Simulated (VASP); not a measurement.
A run of VASP 6.6.1 is set up as follows.

File INCAR:

```
SYSTEM = Tl3S
PREC     = Accurate       ! precision mode
ENCUT    = 520            ! plane-wave cutoff, eV
EDIFF    = 1E-6           ! SCF threshold, eV
ISMEAR   = -1             ! smearing method
SIGMA    = 0.05           ! smearing width, eV
LREAL    = .FALSE.        ! projectors in reciprocal space
LASPH    = .TRUE.         ! aspherical terms in the spheres
NELM     = 80             ! most SCF steps
ALGO     = Normal         ! electronic algorithm
ISIF     = 2              ! what is computed and relaxed
LWAVE    = .FALSE.        ! write WAVECAR
LCHARG   = .FALSE.        ! write CHGCAR
GGA      = PE             ! functional
NBANDS   = 30             ! bands
```

KPOINTS

```
Automatic mesh
0
G
  8 8 8
  0 0 0
```

POSCAR

```
Tl3S
1.0
   -2.3083183030      2.3083183030      5.0588915390
    2.3083183030     -2.3083183030      5.0588915390
    2.3083183030      2.3083183030     -5.0588915390
Tl S
3 1
Direct
    0.5000000000      0.5000000000      0.0000000000
    0.2500000000      0.7500000000      0.5000000000
    0.7500000000      0.2500000000      0.5000000000
    0.0000000000      0.0000000000      0.0000000000
```

Potentials or basis: VASP PAW PBE potentials, release 64 (Tl_d, S).

The run is started by

```sh
$ cat potpaw_PBE.64/Tl_d/POTCAR potpaw_PBE.64/S/POTCAR > POTCAR
$ mpirun -np 1 vasp_std > vasp.out
```

Problem. Predict the pressure.

Solution. 1.9 GPa.
